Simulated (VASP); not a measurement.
Cu: single point with r2SCAN

Cu:

```
Cu
1.0
     2.62913    0.00000    0.00000
    -1.31456    2.27689    0.00000
     0.00000    0.00000    4.11257
Cu
2
Cartesian
  0.0000 1.5179 1.0281
  1.3146 0.7590 3.0844
```

This cell differs from its parent crystal: strain +0.0375 x Voigt [1, 1, 0, 0, 0, 0].

```yaml
Program: VASP 6.6.1
Task: single point
Functional: r2SCAN
Potentials_or_basis: VASP PAW PBE potentials, release 64 (Cu)
Cutoff: 520 eV
k_mesh: 24 × 24 × 12
Occupations: gaussian, width 0.15 eV
Spin: no spin polarisation
```

The pressure is -8.9 GPa. The band gap on the k mesh is zero (band 11 reaches 10.80 eV, above the bottom of band 12 at 4.91 eV).

Stress tensor (GPa, compression positive):
```
-11.14   0.00   0.00
  0.00 -11.14   0.00
  0.00   0.00  -4.38
```

Levels at points of the mesh, in eV from the Fermi level:
| k point | band 8 | band 9 | band 10 | band 11 | band 12 | band 13 | band 14 | band 15 |
| --- | --- | --- | --- | --- | --- | --- | --- | --- |
| (0.00, 0.00, 0.00) | -2.61 | -2.61 | -1.79 | -1.79 | -0.51 | 4.37 | 21.16 | 21.16 |
| (0.50, 0.00, 0.00) | -1.77 | -1.65 | -1.61 | -0.12 | 1.38 | 8.10 | 8.70 | 10.98 |
| (0.00, 0.00, 0.50) | -3.05 | -2.00 | -2.00 | -2.00 | -2.00 | 13.77 | 13.77 | 21.96 |
| (0.50, 0.00, 0.50) | -1.95 | -1.70 | -1.70 | 0.51 | 0.51 | 4.75 | 4.75 | 15.96 |

It took 4.8 min on 1 thread of Intel(R) Xeon(R) 6975P-C (Granite Rapids) (shared host), peak memory 0.26 GiB.

Caveat: the cell differs from its parent crystal (strain +0.0375 x Voigt [1, 1, 0, 0, 0, 0]); the PAW data sets were made with another functional, which shifts forces and pressure a little.
